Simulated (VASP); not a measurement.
Here is a VASP 6.6.1 calculation.

File INCAR:

```
PREC = Accurate
ENCUT = 520
EDIFF = 1E-6
ISMEAR = -1
SIGMA = 0.052
LREAL = Auto
LASPH = True
NELM = 80
ALGO = Normal
ISIF = 2
LWAVE = False
LCHARG = False
GGA = PE
NBANDS = 94
```

KPOINTS

```
regular mesh
0
Gamma
  2 2 2
```

The input POSCAR:

```
PbSe
1.0
    0.0000000000      6.1393787290      6.1393787290
    6.1393787290      0.0000000000      6.1393787290
    6.1393787290      6.1393787290      0.0000000000
Pb Se
8 8
Direct
   -0.0045825484     -0.0015454332      0.0014512869
    0.0055485256     -0.0059283686      0.4936464476
    0.0007368009      0.4920961279      0.0027594812
    0.0099890400      0.5000466066      0.4904773973
    0.5129286918      0.0159176530     -0.0010886281
    0.4723117970      0.0129671101      0.5064149220
    0.4947805200      0.4855370766      0.0002254300
    0.5074299270      0.4719155843      0.5081850522
    0.2595483306      0.2631506495      0.2106283970
    0.2514367606      0.2616316033      0.7583813779
    0.2418999651      0.7580761353      0.2679337067
    0.2345357020      0.7464972764      0.7804020100
    0.7618144614      0.2778435043      0.2461554445
    0.7593622589      0.2501584554      0.7526664674
    0.7469036693      0.7606215069      0.2404454205
    0.7467480347      0.7580928308      0.7379523564
```

Potentials or basis: VASP PAW PBE potentials, release 64 (Pb_d, Se).

Launch:

```sh
$ cat potpaw_PBE.64/Pb_d/POTCAR potpaw_PBE.64/Se/POTCAR > POTCAR
$ mpirun -np 1 vasp_std > vasp.out
```

Problem. What does it give for the band gap on the k mesh?

Solution. 0.38 eV, direct.

Problem. Predict the pressure.

Solution. 2.8 GPa.

Stress tensor (GPa, compression positive):
```
 3.09  0.10 -0.10
 0.10  2.15 -0.04
-0.10 -0.04  3.25
```

Caveat: the k points lie up to 0.44 Å⁻¹ apart; spin-orbit coupling is left out, which moves the levels of the heavy elements; forces of over 1 eV/Å act on the atoms, so gaps and moduli don't describe the material at rest.
